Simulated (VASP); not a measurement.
# Ta5O in VASP: single point with PBEsol

Aim: the single point of Ta5O with PBEsol.

All numbers are computed with VASP 6.6.1; they aren't measurements. Logs are shortened: lines on timing, memory, paths and dates and some standing lists are left out, and cuts for length are marked.

### Step 1. The cell of the first run

The cell holds a slab with vacuum, 6 atoms: a = 3.281 Å, b = 3.281 Å, c = 25.561 Å, α = 90.00°, β = 90.00°, γ = 90.00°.

### Step 2. Single point, PBEsol

The input, INCAR:

```
SYSTEM = Ta5O
ALGO = Normal
DIPOL = 0.5 0.5 0.487
EDIFF = 1E-6
ENCUT = 520
GGA = PS
IDIPOL = 3
ISIF = 2
ISMEAR = 0
LASPH = .TRUE.
LCHARG = .FALSE.
LDIPOL = .TRUE.
LREAL = .FALSE.
LWAVE = .FALSE.
NBANDS = 40
NELM = 60
PREC = Accurate
SIGMA = 0.1
```

The input, KPOINTS:

```
k-points
0
G
  9 9 1
  0 0 0
```

The input, POSCAR:

```
Ta5O
1.0
    3.2805195245      0.0000000000      0.0000000000
    0.0000000000      3.2805195245      0.0000000000
    0.0000000000      0.0000000000     25.5610390491
Ta O
5 1
Direct
    0.5000000000      0.5000000000      0.3325373427
    0.0000000000      0.0000000000      0.3967076512
    0.5000000000      0.5000000000      0.4611411134
    0.0000000000      0.0000000000      0.5263369579
    0.5000000000      0.5000000000      0.5815099130
    0.5000000000      1.0000000000      0.6224818568
```

Potentials or basis: VASP PAW PBE potentials, release 64 (Ta_pv, O).

On the command line:

```bash
cat potpaw_PBE.64/Ta_pv/POTCAR potpaw_PBE.64/O/POTCAR > POTCAR
mpirun -np 1 vasp_std > vasp.out
```

OUTCAR:

```text
SYSTEM = Ta5O
   EDIFF = 1E-6
   ENCUT = 520
   GGA = PS
   ISIF = 2
   ISMEAR = 0
   LASPH = .TRUE.
   LREAL = .FALSE.
   NELM = 60
   PREC = Accurate

 ion  position               nearest neighbor table
   1  0.500  0.500  0.333-   2 2.84   2 2.84   2 2.84   2 2.84   3 3.29
   2  0.000  0.000  0.397-   1 2.84   1 2.84   1 2.84   1 2.84   3 2.84   3 2.84   3 2.84   3 2.84
                             4 3.31
   3  0.500  0.500  0.461-   2 2.84   2 2.84   2 2.84   2 2.84   4 2.86   4 2.86   4 2.86   4 2.86
                             5 3.08   1 3.29
   4  0.000  0.000  0.526-   5 2.71   5 2.71   5 2.71   5 2.71   3 2.86   3 2.86   3 2.86   3 2.86
                             2 3.31
   5  0.500  0.500  0.582-   6 1.95   6 1.95   4 2.71   4 2.71   4 2.71   4 2.71   3 3.08
   6  0.500  0.000  0.622-   5 1.95   5 1.95

  LATTYP: Found a simple tetragonal cell.
 ALAT       =     3.2805195245
 C/A-ratio  =     7.7917655598

  Lattice vectors:

 A1 = (   3.2805195245,   0.0000000000,   0.0000000000)
 A2 = (   0.0000000000,   3.2805195245,   0.0000000000)
 A3 = (   0.0000000000,   0.0000000000,  25.5610390491)

Analysis of symmetry for initial positions (statically):
=====================================================================
 Subroutine PRICEL returns:
 Original cell was already a primitive cell.

 Routine SETGRP: Setting up the symmetry group for a
 simple tetragonal supercell.

 Subroutine GETGRP returns: Found  4 space group operations
 (whereof  4 operations were pure point group operations)
 out of a pool of 16 trial point group operations.

The static configuration has the point symmetry C_2v.

Analysis of symmetry for dynamics (positions and initial velocities):
=====================================================================
 Subroutine PRICEL returns:
 Original cell was already a primitive cell.

 Routine SETGRP: Setting up the symmetry group for a
 simple tetragonal supercell.

 Subroutine GETGRP returns: Found  4 space group operations
 (whereof  4 operations were pure point group operations)
 out of a pool of 16 trial point group operations.

The dynamic configuration has the point symmetry C_2v.

 Subroutine INISYM returns: Found  4 space group operations
 (whereof  4 operations are pure point group operations),
 and found     1 'primitive' translations

----------------------------------------------------------------------------------------

                                     Primitive cell

  volume of cell :     275.0830

[... 105 lines left out ...]
   PSTRESS=    0.0 pullay stress
   NELECT =      61.0000    total number of electrons
   NUPDOWN=      -1.0000    fix difference up-down
   EMIN   =  10.00;   EMAX   =-10.00  energy-range for DOS
   EFERMI =   0.00;   METHOD = LEGACY
   ISMEAR =     0;   SIGMA  =   0.10  broadening in eV -4-tet -1-fermi 0-gaus
   EFERMI_NEDOS =   21; number of points for ismear=-14 and -15
   IALGO  =     38    algorithm
   IMIX   =      4    mixing-type and parameters
     AMIX     =   0.40;   BMIX     =  1.00
     AMIX_MAG =   1.60;   BMIX_MAG =  1.00
  volume/ion in A,a.u.               =      45.85       309.39
  Fermi-wavevector in a.u.,A,eV,Ry     =   0.990901  1.872531 13.359349  0.981884
  Thomas-Fermi vector in A             =   2.122604
   LORBIT       =      0    0 simple, 1 ext, 2 COOP (PROOUT), +10 PAW based schemes
   GGA     = PS    functional components
   LHFCALC =     F    Hartree Fock is set to
   AEXX    =    0.0000 exact exchange contribution
   IVDW    =     0    specifies the selected vdW correction
   LEPSILON=     F    determine dielectric tensor
   LRPA    =     F    only Hartree local field effects (RPA)
 non-spin polarized calculation
 Gauss-broadening in eV      SIGMA  =   0.10
  energy-cutoff  :      520.00
  volume of cell :      275.08
 maximum number of plane-waves:      7464
   NGX = 13   NGY = 13   NGZ = 95

 dipolmoment           0.000000      0.000000     -0.024800 electrons x Angstroem

 number of electron      61.0000015 magnetization

 dipolmoment           0.000000      0.000000      0.055477 electrons x Angstroem

 Free energy of the ion-electron system (eV)
  ---------------------------------------------------
  ext. energy  EPLUGINS =         0.00000000
  ---------------------------------------------------
  free energy    TOTEN  =       -67.76516254 eV

  energy without entropy =      -67.73800888  energy(sigma->0) =      -67.75158571

 E-fermi :  -0.9098     XC(G=0):  -5.1774

 val. band max:       -0.9219284094   @ k =   0.3333   0.1111   0.0000
 cond. band min:      -0.8676419439   @ k =   0.0000   0.1111   0.0000
 fundamental gap:      0.0542864655
 Fermi energy:        -0.9097960683

 k-point     1 :       0.0000    0.0000    0.0000
  band No.  band energies     occupation
      1     -35.7024      2.00000
      2     -35.6673      2.00000
      3     -35.5846      2.00000
      4     -35.5081      2.00000
      5     -35.4913      2.00000
      6     -35.4897      2.00000
[... 1021 lines left out ...]
     39       3.1281      0.00000
     40       3.2649      0.00000

 [... further k-points ...]

------------------------ aborting loop because EDIFF is reached ----------------------------------------

 vacuum level on the upper side and lower side of the slab       (xc-potential included)         0.335        -0.476

  FORCE on cell =-STRESS in cart. coord.  units (eV):
  Direction    XX          YY          ZZ          XY          YZ          ZX
  --------------------------------------------------------------------------------------
  -------------------------------------------------------------------------------------
  Total        0.9260275     -0.2224036      0.7938409      0.0000000      0.0000000      0.0000000
  in kB        5.3935001     -1.2953548      4.6236003      0.0000000      0.0000000      0.0000000
  external PRESSURE =       2.9072485 kB  Pullay stress =       0.0000000 kB

 VOLUME and BASIS-vectors are now :
 -----------------------------------------------------------------------------
  energy-cutoff  :      520.00
  volume of cell :      275.08
      direct lattice vectors                 reciprocal lattice vectors
     3.280519524  0.000000000  0.000000000     0.304829766  0.000000000  0.000000000
     0.000000000  3.280519524  0.000000000     0.000000000  0.304829766  0.000000000
     0.000000000  0.000000000 25.561039049     0.000000000  0.000000000  0.039122040

 POSITION                                       TOTAL-FORCE (eV/Angst)
 -----------------------------------------------------------------------------------
      1.64026      1.64026      8.50000         0.000000      0.000000      1.325519
      0.00000      0.00000     10.14026         0.000000      0.000000     -1.175994
      1.64026      1.64026     11.78725         0.000000      0.000000      0.035313
      0.00000      0.00000     13.45372         0.000000      0.000000     -2.636740
      1.64026      1.64026     14.86400         0.000000      0.000000      2.338350
      1.64026      0.00000     15.91128         0.000000      0.000000      0.113551
 -----------------------------------------------------------------------------------
    total drift:                                0.000000      0.000000      0.000633

  FREE ENERGIE OF THE ION-ELECTRON SYSTEM (eV)
  ---------------------------------------------------
  free  energy   TOTEN  =       -67.7651625401 eV

  energy  without entropy=      -67.7380088833  energy(sigma->0) =      -67.75158571

 vacuum level on the upper side and lower side of the slab         4.163         3.231
```

stdout:

```text
POSCAR found type information on POSCAR TaO
 POSCAR found :  2 types and       6 ions
 scaLAPACK will be used
 -----------------------------------------------------------------------------
|                                                                             |
|                                                                             |
|     You enforced a specific xc type in the INCAR file but a different       |
|     I HOPE YOU KNOW WHAT YOU ARE DOING!                                     |
|                                                                             |
 -----------------------------------------------------------------------------

 LDA part: xc-table for (Slater+PW92), standard interpolation
 POSCAR, INCAR and KPOINTS ok, starting setup
 FFT: planning ... GRIDC
 FFT: planning ... GRID_SOFT
 FFT: planning ... GRID
 WAVECAR not read
 entering main loop
```

Wall time 5.2 min (1 thread of Intel Xeon 6975P-C (Granite Rapids), shared host); peak memory 0.45 GiB.

Results:

```yaml
Free_energy: -67.7652 eV
Largest_force: 2.637 eV/Å
```

Forces in eV/Å, atoms in the order of the input:
```
Ta   0.000  0.000  1.326
Ta   0.000  0.000 -1.176
Ta   0.000  0.000  0.035
Ta   0.000  0.000 -2.637
Ta   0.000  0.000  2.338
O    0.000  0.000  0.114
```

Caveat: the PAW data sets were made with another functional, which shifts forces and pressure a little; spin-orbit coupling is left out, which moves the levels of the heavy elements; an odd number of electrons without spin polarisation forces a metal; a magnetic or distorted state may lie lower.
